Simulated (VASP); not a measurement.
A run of VASP 6.6.1 is set up as follows.

POSCAR

```
Sb
1.0
    2.1061620032      1.2159931995      3.5090474102
   -2.1061620032      1.2159931995      3.5090474102
    0.0000000000     -2.4319863990      3.5090474102
Sb
2
Direct
    0.2405698771      0.2405698771      0.2405698771
    0.7594301229      0.7594301229      0.7594301229
```

File INCAR.step1:

```
SYSTEM = Sb
PREC = Accurate
ENCUT = 520
ISMEAR = -1
SIGMA = 0.1
LREAL = .False.
LASPH = .True.
NELM = 80
NBANDS = 12
GGA = PE
ALGO = Normal
EDIFF = 1E-4
LWAVE = .True.
LCHARG = .False.
```

File INCAR.step2:

```
SYSTEM = Sb
PREC = Accurate
ENCUT = 520
EDIFF = 1E-6
ISMEAR = -1
SIGMA = 0.1
LREAL = .False.
LASPH = .True.
NELM = 80
ALGO = Normal
ISIF = 2
LWAVE = .False.
LCHARG = .False.
METAGGA = R2SCAN
LMIXTAU = .True.
IVDW = 12
VDW_S6 = 1.0
VDW_S8 = 0.78981345
VDW_A1 = 0.49484001
VDW_A2 = 5.73083694
NBANDS = 12
ISTART = 1
```

KPOINTS

```
Automatic mesh
0
Gamma
  12 12 12
  0 0 0
```

Potentials or basis: VASP PAW PBE potentials, release 64 (Sb).

Launch:

```console
$ cat potpaw_PBE.64/Sb/POTCAR > POTCAR
$ cp INCAR.step1 INCAR
$ mpirun -np 1 vasp_std > vasp.out
$ cp INCAR.step2 INCAR
$ mpirun -np 1 vasp_std > vasp.out
```

Problem. Estimate the dispersion energy per atom.

Solution. -0.247 eV.

Problem. What does it give for the band gap on the k mesh?

Solution. Zero (bands 5 and 6 overlap by 0.72 eV).

Forces on the atoms (eV/Å):
```
Sb   0.000  0.000  0.046
Sb   0.000  0.000 -0.046
```

Caveat: the PAW data sets were made with another functional, which shifts forces and pressure a little; spin-orbit coupling is left out, which moves the levels of the heavy elements.
